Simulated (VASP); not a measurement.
# HfH2 (I4/mmm) in VASP: notebook

Runs on HfH2. Level: LDA. Tasks: single point.

Everything below comes from runs of VASP 6.6.1. Logs are shortened: lines on timing, memory, paths and dates and some standing lists are left out, and cuts for length are marked.

### 1 The cell of the first run

Symmetry: I4/mmm, No. 139, tetragonal system. Conventional cell: a = 3.431 Å, b = 3.431 Å, c = 4.302 Å, α = 90.00°, β = 90.00°, γ = 90.00°. Within 2.7 Å of Hf (site symmetry 4/mmm) lie 8 H at 2.02 Å. Within 2.7 Å of H (site symmetry -4m2) lie 4 Hf at 2.02 Å and 6 H at 2.15 to 2.43 Å.

### 2 Single point, LDA (8.44 Å³/atom)

Contents of INCAR:

```
ALGO = Normal ; EDIFF = 1E-7
ENCUT = 520 ; ISIF = 2
ISMEAR = -1 ; LASPH = T
LCHARG = F ; LREAL = F
LWAVE = F ; NBANDS = 13
NELM = 60 ; PREC = Accurate
SIGMA = 0.03
```

Contents of KPOINTS:

```
k-points
0
Gamma
  12 12 12
```

Contents of POSCAR:

```
HfH2
1.0
   -1.7154971189      1.7154971189      2.1510301712
    1.7154971189     -1.7154971189      2.1510301712
    1.7154971189      1.7154971189     -2.1510301712
Hf H
1 2
Direct
    0.0000000000      0.0000000000      0.0000000000
    0.7500000000      0.2500000000      0.5000000000
    0.2500000000      0.7500000000      0.5000000000
```

Potentials or basis: VASP PAW LDA potentials, release 64 (Hf_pv, H).

On the command line:

```bash
$ cat potpaw_LDA.64/Hf_pv/POTCAR potpaw_LDA.64/H/POTCAR > POTCAR
$ mpirun -np 1 vasp_std > vasp.out
```

OUTCAR:

```text
EDIFF = 1E-7
   ENCUT = 520
   ISIF = 2
   ISMEAR = -1
   LASPH = T
   LREAL = F
   NELM = 60
   PREC = Accurate

 ion  position               nearest neighbor table
   1  0.000  0.000  0.000-   2 2.02   3 2.02   2 2.02   3 2.02   2 2.02   3 2.02   2 2.02   3 2.02

   2  0.750  0.250  0.500-   1 2.02   1 2.02   1 2.02   1 2.02
   3  0.250  0.750  0.500-   1 2.02   1 2.02   1 2.02   1 2.02

  LATTYP: Found a body centered tetragonal cell.
 ALAT       =     3.4309942378
 C/A-ratio  =     1.2538815411

  Lattice vectors:

 A1 = (  -1.7154971189,   1.7154971189,   2.1510301712)
 A2 = (   1.7154971189,  -1.7154971189,   2.1510301712)
 A3 = (   1.7154971189,   1.7154971189,  -2.1510301712)

Analysis of symmetry for initial positions (statically):
=====================================================================
 Subroutine PRICEL returns:
 Original cell was already a primitive cell.

 Routine SETGRP: Setting up the symmetry group for a
 body centered tetragonal supercell.

 Subroutine GETGRP returns: Found 16 space group operations
 (whereof 16 operations were pure point group operations)
 out of a pool of 16 trial point group operations.

The static configuration has the point symmetry D_4h.

Analysis of symmetry for dynamics (positions and initial velocities):
=====================================================================
 Subroutine PRICEL returns:
 Original cell was already a primitive cell.

 Routine SETGRP: Setting up the symmetry group for a
 body centered tetragonal supercell.

 Subroutine GETGRP returns: Found 16 space group operations
 (whereof 16 operations were pure point group operations)
 out of a pool of 16 trial point group operations.

The dynamic configuration has the point symmetry D_4h.

 Subroutine INISYM returns: Found 16 space group operations
 (whereof 16 operations are pure point group operations),
 and found     1 'primitive' translations

----------------------------------------------------------------------------------------

                                     Primitive cell

  volume of cell :      25.3213

  direct lattice vectors                    reciprocal lattice vectors
    -1.715497119  1.715497119  2.151030171     0.000000000  0.291460705  0.232446763
     1.715497119 -1.715497119  2.151030171     0.291460705  0.000000000  0.232446763
     1.715497119  1.715497119 -2.151030171     0.291460705  0.291460705  0.000000000

  length of vectors
     3.242343524  3.242343524  3.242343524     0.372801341  0.372801341  0.412187682

  position of ions in fractional coordinates (direct lattice)
     0.000000000  0.000000000  0.000000000
     0.750000000  0.250000000  0.500000000
     0.250000000  0.750000000  0.500000000

  ion indices of the primitive-cell ions
   primitive index   ion index
                 1           1
                 2           2
                 3           3

----------------------------------------------------------------------------------------

 KPOINTS: k-points

Automatic generation of k-mesh.
 Grid dimensions read from file:
 generate k-points for:   12   12   12

 Generating k-lattice:

  Cartesian coordinates                     Fractional coordinates (reciprocal lattice)
     0.000000000  0.024288392  0.019370564     0.083333333 -0.000000000  0.000000000
     0.024288392  0.000000000  0.019370564    -0.000000000  0.083333333  0.000000000
     0.024288392  0.024288392  0.000000000     0.000000000  0.000000000  0.083333333

  Length of vectors
     0.031066778  0.031066778  0.034348974

  Shift w.r.t. Gamma in fractional coordinates (k-lattice)
     0.000000000  0.000000000  0.000000000

 Subroutine IBZKPT returns following result:
 ===========================================

 Found    163 irreducible k-points:

 Following reciprocal coordinates:
            Coordinates               Weight
  0.000000  0.000000  0.000000      1.000000
  0.083333  0.000000  0.000000      8.000000
  0.166667 -0.000000  0.000000      8.000000
  0.250000  0.000000  0.000000      8.000000
  0.333333 -0.000000  0.000000      8.000000
  0.416667 -0.000000  0.000000      8.000000
[... 16 lines left out ...]
  0.500000  0.166667  0.000000     16.000000
 -0.416667  0.166667  0.000000     16.000000
 [... further k-points ...]
   k-points           NKPTS =    163   k-points in BZ     NKDIM =    163   number of bands    NBANDS=     13
   number of dos      NEDOS =    301   number of ions     NIONS =      3
   total plane-waves  NPLWV =  13824
   dimension x,y,z NGX =    24 NGY =   24 NGZ =   24
   dimension x,y,z NGXF=    48 NGYF=   48 NGZF=   48
   ions per type =               1   2
   NGX,Y,Z   is equivalent  to a cutoff of  12.31, 12.31, 12.31 a.u.
   NGXF,Y,Z  is equivalent  to a cutoff of  24.61, 24.61, 24.61 a.u.
 SYSTEM =  unknown system
   PREC   = accura    normal or accurate (medium, high low for compatibility)
   ISTART =      0    job   : 0-new  1-cont  2-samecut
   ICHARG =      2    charge: 1-file 2-atom 10-const
   ISPIN  =      1    spin polarized calculation?
   LNONCOLLINEAR =      F non collinear calculations
   LSORBIT =      F    spin-orbit coupling
   LASPH  =      T    aspherical Exc in radial PAW
   ENCUT  =  520.0 eV  38.22 Ry    6.18 a.u.   6.03  6.03  6.03*2*pi/ulx,y,z
   NELM   =     60;   NELMIN=  2; NELMDL= -5     # of ELM steps
   EDIFF  = 0.1E-06   stopping-criterion for ELM
   LREAL  =      F    real-space projection
   EDIFFG = 0.1E-05   stopping-criterion for IOM
   NSW    =      0    number of steps for IOM
   IBRION =     -1    ionic relax: 0-MD 1-quasi-New 2-CG
   NFREE  =      0    steps in history (QN), initial steepest desc. (CG)
   ISIF   =      2    stress and relaxation
   ISYM   =      2    0-nonsym 1-usesym 2-fastsym
   POTIM  = 0.5000    time-step for ionic-motion
   TEBEG  =    0.0;   TEEND  =   0.0 temperature during run
   PSTRESS=    0.0 pullay stress
   NELECT =      12.0000    total number of electrons
   NUPDOWN=      -1.0000    fix difference up-down
   EMIN   =  10.00;   EMAX   =-10.00  energy-range for DOS
   EFERMI =   0.00;   METHOD = LEGACY
   ISMEAR =    -1;   SIGMA  =   0.03  broadening in eV -4-tet -1-fermi 0-gaus
   EFERMI_NEDOS =   21; number of points for ismear=-14 and -15
   IALGO  =     38    algorithm
   IMIX   =      4    mixing-type and parameters
     AMIX     =   0.40;   BMIX     =  1.00
     AMIX_MAG =   1.60;   BMIX_MAG =  1.00
  volume/ion in A,a.u.               =       8.44        56.96
  Fermi-wavevector in a.u.,A,eV,Ry     =   1.276360  2.411970 22.165171  1.629094
  Thomas-Fermi vector in A             =   2.409020
   LORBIT       =      0    0 simple, 1 ext, 2 COOP (PROOUT), +10 PAW based schemes
   GGA     = CA    functional components
   LHFCALC =     F    Hartree Fock is set to
   AEXX    =    0.0000 exact exchange contribution
   IVDW    =     0    specifies the selected vdW correction
   LEPSILON=     F    determine dielectric tensor
   LRPA    =     F    only Hartree local field effects (RPA)
 non-spin polarized calculation
  energy-cutoff  :      520.00
  volume of cell :       25.32
 maximum number of plane-waves:       700
   NGX = 11   NGY = 11   NGZ = 11

 number of electron      12.0000002 magnetization

 Free energy of the ion-electron system (eV)
  ---------------------------------------------------
  ext. energy  EPLUGINS =         0.00000000
  ---------------------------------------------------
  free energy    TOTEN  =       -19.49206559 eV

  energy without entropy =      -19.49021939  energy(sigma->0) =      -19.49114249

 E-fermi :   5.4759     XC(G=0): -11.7893

 val. band max:        5.4660253100   @ k =  -0.0833   0.1667   0.0833
 cond. band min:       5.4857824901   @ k =  -0.2500  -0.2500   0.1667
 fundamental gap:      0.0197571801
 Fermi energy:         5.4759449503

 k-point     1 :       0.0000    0.0000    0.0000
  band No.  band energies     occupation
      1     -25.1653      2.00000
      2     -25.1653      2.00000
      3     -25.1038      2.00000
      4      -5.8895      2.00000
      5       4.3522      2.00000
      6       4.9760      2.00000
      7       4.9760      2.00000
      8       5.7775      0.00009
      9       7.4021      0.00000
     10       8.7914      0.00000
     11      17.1844      0.00000
     12      17.3652      0.00000
     13      17.6103      0.00000

 k-point     2 :       0.0833    0.0000    0.0000
  band No.  band energies     occupation
      1     -25.2014      2.00000
      2     -25.1744      2.00000
      3     -25.1183      2.00000
      4      -5.6872      2.00000
      5       3.0770      2.00000
      6       5.0653      2.00000
      7       5.5003      0.61543
      8       6.8657      0.00000
      9       7.3450      0.00000
     10       8.6510      0.00000
     11      16.0927      0.00000
     12      17.1943      0.00000
     13      18.0373      0.00000

 k-point     3 :       0.1667   -0.0000    0.0000
  band No.  band energies     occupation
      1     -25.3222      2.00000
      2     -25.1992      2.00000
      3     -25.1332      2.00000
      4      -5.1225      2.00000
      5       1.7547      2.00000
      6       5.2060      1.99975
      7       5.8379      0.00001
      8       7.3747      0.00000
      9       8.2180      0.00000
     10       8.9084      0.00000
     11      14.7847      0.00000
     12      17.1904      0.00000
     13      19.2214      0.00000
[... 305 lines left out ...]
 k-point    23 :       0.5000    0.1667    0.0000
  band No.  band energies     occupation
      1     -25.7436      2.00000
      2     -25.3691      2.00000
      3     -25.2190      2.00000
      4      -2.4492      2.00000
      5       0.0498      2.00000
      6       3.9269      2.00000
      7       6.3593      0.00000
      8       9.5321      0.00000
      9       9.8251      0.00000
     10      11.6740      0.00000
     11      12.6562      0.00000
     12      15.7436      0.00000
     13      17.2025      0.00000

 k-point    24 :      -0.4167    0.1667    0.0000
  band No.  band energies     occupation
      1     -25.6772      2.00000
      2     -25.3221      2.00000
      3     -25.2204      2.00000
      4      -2.8007      2.00000
      5      -0.0419      2.00000
      6       4.0861      2.00000
      7       6.4656      0.00000
      8       8.5759      0.00000
      9       9.6884      0.00000
     10      12.2655      0.00000
     11      13.4108      0.00000
     12      15.3809      0.00000
     13      17.2008      0.00000

 [... further k-points ...]

------------------------ aborting loop because EDIFF is reached ----------------------------------------

  FORCE on cell =-STRESS in cart. coord.  units (eV):
  Direction    XX          YY          ZZ          XY          YZ          ZX
  --------------------------------------------------------------------------------------
  -------------------------------------------------------------------------------------
  Total       -0.3238077     -0.3238077     -0.6146217      0.0000000      0.0000000      0.0000000
  in kB      -20.4885541    -20.4885541    -38.8894667      0.0000000      0.0000000      0.0000000
  external PRESSURE =     -26.6221916 kB  Pullay stress =       0.0000000 kB

 VOLUME and BASIS-vectors are now :
 -----------------------------------------------------------------------------
  energy-cutoff  :      520.00
  volume of cell :       25.32
      direct lattice vectors                 reciprocal lattice vectors
    -1.715497119  1.715497119  2.151030171     0.000000000  0.291460705  0.232446763
     1.715497119 -1.715497119  2.151030171     0.291460705  0.000000000  0.232446763
     1.715497119  1.715497119 -2.151030171     0.291460705  0.291460705  0.000000000

 POSITION                                       TOTAL-FORCE (eV/Angst)
 -----------------------------------------------------------------------------------
      0.00000      0.00000      0.00000         0.000000     -0.000000      0.000000
      0.00000      1.71550      1.07552        -0.000000     -0.000000     -0.000000
      1.71550      0.00000      1.07552        -0.000000      0.000000     -0.000000
 -----------------------------------------------------------------------------------
    total drift:                                0.000000      0.000000      0.000000

  FREE ENERGIE OF THE ION-ELECTRON SYSTEM (eV)
  ---------------------------------------------------
  free  energy   TOTEN  =       -19.4920655892 eV

  energy  without entropy=      -19.4902193886  energy(sigma->0) =      -19.49114249
```

Wall time 14 s (1 thread of Intel Xeon 6975P-C (Granite Rapids), shared host); peak memory 0.17 GiB.

What came out:

* Free energy: -19.4921 eV
* Pressure: -2.7 GPa
* Band gap on the k mesh: zero (bands 6 and 7 overlap by 1.10 eV)

Levels at points of the mesh, in eV from the Fermi level:
```
           k point  band 3  band 4  band 5  band 6  band 7  band 8  band 9  band 10
(0.00, 0.00, 0.00)  -30.58  -11.37   -1.12   -0.50   -0.50    0.30    1.93     3.32
(0.50, 0.00, 0.00)  -30.64   -8.48   -5.00   -0.85    0.56    3.95    4.78     5.04
(0.50, 0.50, 0.00)  -30.76   -6.73   -5.55   -4.21    4.09    4.34    5.51     6.68
(0.50, 0.50, 0.50)  -30.95   -7.83   -4.12   -3.93    4.78    4.90    4.90     5.94
```

Caveat: spin-orbit coupling is left out, which moves the levels of the heavy elements.

### 3 Single point, LDA (zz strain of -2 %)

Contents of INCAR:

```
PREC = Accurate
ENCUT = 520
EDIFF = 1E-6
ISMEAR = -1
SIGMA = 0.03
LREAL = False
LASPH = True
NELM = 80
ALGO = Normal
ISIF = 2
LWAVE = False
LCHARG = False
GGA = CA
NBANDS = 13
```

Contents of KPOINTS:

```
regular mesh
0
Gamma
  12 12 12
```

Contents of POSCAR:

```
HfH2
1.0
   -1.7390000000      1.7390000000      2.1368900000
    1.7390000000     -1.7390000000      2.1368900000
    1.7390000000      1.7390000000     -2.1368900000
Hf H
1 2
Direct
    0.0000000000      0.0000000000      0.0000000000
    0.7500000000      0.2500000000      0.5000000000
    0.2500000000      0.7500000000      0.5000000000
```

Potentials or basis: VASP PAW LDA potentials, release 64 (Hf_pv, H).

On the command line:

```bash
$ cat potpaw_LDA.64/Hf_pv/POTCAR potpaw_LDA.64/H/POTCAR > POTCAR
$ mpirun -np 1 vasp_std > vasp.out
```

Run time: 14 s. Hardware: 1 thread of Intel Xeon 6975P-C (Granite Rapids), shared host; peak memory 0.17 GiB.

It converged, with:

- Free energy: -19.4805 eV
- Pressure: -6.0 GPa
- Band gap on the k mesh: zero (bands 6 and 7 overlap by 1.20 eV)

Stress tensor (GPa, compression positive):
```
-5.95  0.00  0.00
 0.00 -5.95  0.00
 0.00  0.00 -6.09
```

Levels at points of the mesh, in eV from the Fermi level:
| k point | band 4 | band 5 | band 6 | band 7 | band 8 | band 9 |
| --- | --- | --- | --- | --- | --- | --- |
| (0.00, 0.00, 0.00) | -11.26 | -1.06 | -0.49 | -0.49 | 0.41 | 1.73 |
| (0.50, 0.00, 0.00) | -8.37 | -5.02 | -0.93 | 0.69 | 3.73 | 4.73 |
| (0.50, 0.50, 0.00) | -6.52 | -5.65 | -4.16 | 3.85 | 4.08 | 5.42 |
| (0.50, 0.50, 0.50) | -7.80 | -3.98 | -3.81 | 4.66 | 4.76 | 4.76 |

Caveat: the cell differs from its parent crystal (zz strain of -2 %); the cell stands under tension; spin-orbit coupling is left out, which moves the levels of the heavy elements.

### 4 Single point, LDA (8.70 Å³/atom)

This run uses another cell than the first one, of 8.70 Å³/atom.

Contents of INCAR:

```
PREC = Accurate
ENCUT = 520
EDIFF = 1E-6
ISMEAR = -1
SIGMA = 0.03
LREAL = F
LASPH = T
NELM = 80
ALGO = Normal
ISIF = 2
LWAVE = F
LCHARG = F
GGA = CA
NBANDS = 13
```

KPOINTS is that of step 3.

Contents of POSCAR:

```
HfH2
1.0
   -1.7331839030      1.7331839030      2.1732073034
    1.7331839030     -1.7331839030      2.1732073034
    1.7331839030      1.7331839030     -2.1732073034
Hf H
1 2
Direct
    0.0000000000      0.0000000000      0.0000000000
    0.7500000000      0.2500000000      0.5000000000
    0.2500000000      0.7500000000      0.5000000000
```

On the command line:

```bash
$ cat potpaw_LDA.64/Hf_pv/POTCAR potpaw_LDA.64/H/POTCAR > POTCAR
$ mpirun -np 1 vasp_std > vasp.out
```

Wall time 13 s (1 thread of Intel Xeon 6975P-C (Granite Rapids), shared host); peak memory 0.17 GiB.

The run converged. Its results:

* Free energy: -19.4684 eV
* Pressure: -7.1 GPa
* Band gap on the k mesh: zero (bands 6 and 7 overlap by 1.08 eV)

Stress tensor (GPa, compression positive):
```
-6.68  0.00  0.00
 0.00 -6.68  0.00
 0.00  0.00 -7.91
```

Levels at points of the mesh, in eV from the Fermi level:
| k point | band 2 | band 3 | band 4 | band 5 | band 6 | band 7 | band 8 | band 9 | band 10 | band 11 |
| --- | --- | --- | --- | --- | --- | --- | --- | --- | --- | --- |
| (0.00, 0.00, 0.00) | -30.75 | -30.69 | -11.20 | -1.13 | -0.49 | -0.49 | 0.29 | 1.85 | 3.19 | 11.57 |
| (0.50, 0.00, 0.00) | -30.87 | -30.74 | -8.33 | -5.02 | -0.82 | 0.55 | 3.79 | 4.72 | 4.84 | 6.36 |
| (0.50, 0.50, 0.00) | -30.91 | -30.85 | -6.58 | -5.57 | -4.10 | 3.92 | 4.16 | 5.29 | 6.51 | 7.17 |
| (0.50, 0.50, 0.50) | -31.02 | -31.02 | -7.65 | -4.17 | -3.80 | 4.59 | 4.70 | 4.70 | 5.73 | 5.73 |

Caveat: the cell stands under tension; spin-orbit coupling is left out, which moves the levels of the heavy elements.

### 5 Single point, LDA (zz strain of -1 %)

Contents of INCAR:

```
  PREC = Accurate
  ENCUT = 520
  EDIFF = 1E-6
  ISMEAR = -1
  SIGMA = 0.03
  LREAL = False
  LASPH = True
  NELM = 80
  ALGO = Normal
  ISIF = 2
  LWAVE = False
  LCHARG = False
  NBANDS = 13
```

KPOINTS is that of step 4.

Contents of POSCAR:

```
HfH2
1.0
   -1.7390000000      1.7390000000      2.1586950000
    1.7390000000     -1.7390000000      2.1586950000
    1.7390000000      1.7390000000     -2.1586950000
Hf H
1 2
Direct
    0.0000000000      0.0000000000      0.0000000000
    0.7500000000      0.2500000000      0.5000000000
    0.2500000000      0.7500000000      0.5000000000
```

On the command line:

```bash
$ cat potpaw_LDA.64/Hf_pv/POTCAR potpaw_LDA.64/H/POTCAR > POTCAR
$ mpirun -np 1 vasp_std > vasp.out
```

It took 13 s on 1 thread of Intel Xeon 6975P-C (Granite Rapids), shared host; peak memory 0.17 GiB.

Results (log left out):

- Free energy: -19.4694 eV
- Pressure: -7.2 GPa
- Band gap on the k mesh: zero (bands 6 and 7 overlap by 1.17 eV)

Stress tensor (GPa, compression positive):
```
-7.00  0.00  0.00
 0.00 -7.00  0.00
 0.00  0.00 -7.63
```

Levels at points of the mesh, in eV from the Fermi level:
```tsv
k point	band 2	band 3	band 4	band 5	band 6	band 7	band 8	band 9	band 10	band 11
(0.00, 0.00, 0.00)	-30.75	-30.69	-11.20	-1.10	-0.49	-0.49	0.35	1.78	3.19	11.58
(0.50, 0.00, 0.00)	-30.87	-30.74	-8.33	-5.03	-0.87	0.61	3.73	4.71	4.88	6.39
(0.50, 0.50, 0.00)	-30.91	-30.85	-6.53	-5.61	-4.11	3.86	4.09	5.32	6.51	7.18
(0.50, 0.50, 0.50)	-31.03	-31.03	-7.70	-4.08	-3.78	4.59	4.70	4.70	5.66	5.66
```

Caveat: the cell differs from its parent crystal (zz strain of -1 %); the cell stands under tension; spin-orbit coupling is left out, which moves the levels of the heavy elements.

### 6 Overview

| cell | gap on the mesh (eV) | pressure (GPa) |
| --- | --- | --- |
| a = 3.242 Å, angles 116.1, 116.1, 96.9°, 3 atoms | none | -2.7 |
| a = 3.258 Å, angles 115.5, 115.5, 98.0°, 3 atoms | none | -6.0 |
| a = 3.276 Å, angles 116.1, 116.1, 96.9°, 3 atoms | none | -7.1 |
| a = 3.272 Å, angles 115.8, 115.8, 97.4°, 3 atoms | none | -7.2 |

Alike in all rows: task single point; level LDA; potentials or basis VASP PAW LDA potentials, release 64 (Hf_pv, H); no spin polarisation; k mesh 12 × 12 × 12; cutoff (eV) 520; smearing fermi-dirac 0.03 eV.

Caveats: spin-orbit coupling is left out, which moves the levels of the heavy elements; the cell stands under tension (at least some runs).

Absolute energies hang on the potentials; compare differences alone.
